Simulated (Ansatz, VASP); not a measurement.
**Two plane-wave programs on Mg3ZrN**

The input INCAR:

```
ALGO = Normal
EDIFF = 1E-6
ENCUT = 520
GGA = PE
ISIF = 2
ISMEAR = 0
LASPH = True
LCHARG = True
LELF = True
LREAL = False
LVHAR = True
LWAVE = False
NBANDS = 34
NELM = 60
PREC = Accurate
SIGMA = 0.2
```

The input KPOINTS:

```
k-points
0
Gamma
  6 6 2
```

POSCAR

```
Mg3ZrN
1.0
    3.2346845927      0.0000000000      0.0000000000
    0.0000000000      3.2346845927      0.0000000000
    0.0000000000      0.0000000000     17.7033164729
Mg Zr N
6 2 2
Direct
    0.5000000000      0.0000000000      0.8076751203
    0.0000000000      0.5000000000      0.1923248797
    0.5000000000      0.0000000000      0.5626839559
    0.0000000000      0.5000000000      0.4373160441
    0.0000000000      0.5000000000      0.6867053026
    0.5000000000      0.0000000000      0.3132946974
    0.0000000000      0.5000000000      0.9375161624
    0.5000000000      0.0000000000      0.0624838376
    0.5000000000      0.0000000000      0.9364294104
    0.0000000000      0.5000000000      0.0635705896
```

Input for Ansatz:

```yaml
crystal:
  lattice:
    - [3.2346845927, 0.0, 0.0]
    - [0.0, 3.2346845927, 0.0]
    - [0.0, 0.0, 17.7033164729]
  atoms:
    - { symbol: Mg, position: [0.5, 0.0, 0.8076751203] }
    - { symbol: Mg, position: [0.0, 0.5, 0.1923248797] }
    - { symbol: Mg, position: [0.5, 0.0, 0.5626839559] }
    - { symbol: Mg, position: [0.0, 0.5, 0.4373160441] }
    - { symbol: Mg, position: [0.0, 0.5, 0.6867053026] }
    - { symbol: Mg, position: [0.5, 0.0, 0.3132946974] }
    - { symbol: Zr, position: [0.0, 0.5, 0.9375161624] }
    - { symbol: Zr, position: [0.5, 0.0, 0.0624838376] }
    - { symbol: "N", position: [0.5, 0.0, 0.9364294104] }
    - { symbol: "N", position: [0.0, 0.5, 0.0635705896] }
basis:
  ecutwfc: 420
kpoints:
  mp_grid: { grid: [6, 6, 2] }
hamiltonian:
  xc: pbe
scf:
  occupations: { method: gaussian, width: 0.2 }
  lower_state_search: "off"
output:
  forces: true
  stress: true
  eigenvalues: true
```

Alike in both runs: task single point; functional PBE; k mesh 6 × 6 × 2; occupations gaussian, width 0.2 eV; no spin polarisation.

|  | VASP | Ansatz |
| --- | --- | --- |
| version | VASP 6.6.1 | Ansatz 0.2.0 |
| potentials or method | VASP PAW PBE potentials, release 64 (Mg, Zr_sv, N), cutoff 520 eV | scalar-relativistic, plane waves, PAW |
| valence electrons in the cell | 46 | 94 |

Ansatz gave:

* gap on the k mesh at the Fermi level (eV): none
* pressure (GPa): -0.1
* traceless stress, the component that is largest in VASP (GPa): -0.40
* rms of the force components (eV/Å): 0.024

Q: Estimate VASP's values.

A: gap on the k mesh at the Fermi level (eV): none; pressure (GPa): -0.1; traceless stress, the component that is largest in VASP (GPa): -0.44; rms of the force components (eV/Å): 0.026.

Atom by atom the forces differ by 0.007 eV/Å (rms over components). A gap of «none» marks a metal or a gap that the smearing closes. VASP's potentials hold 46 valence electrons a cell and Ansatz's 94, so a difference there can come from the potentials and not from the codes.
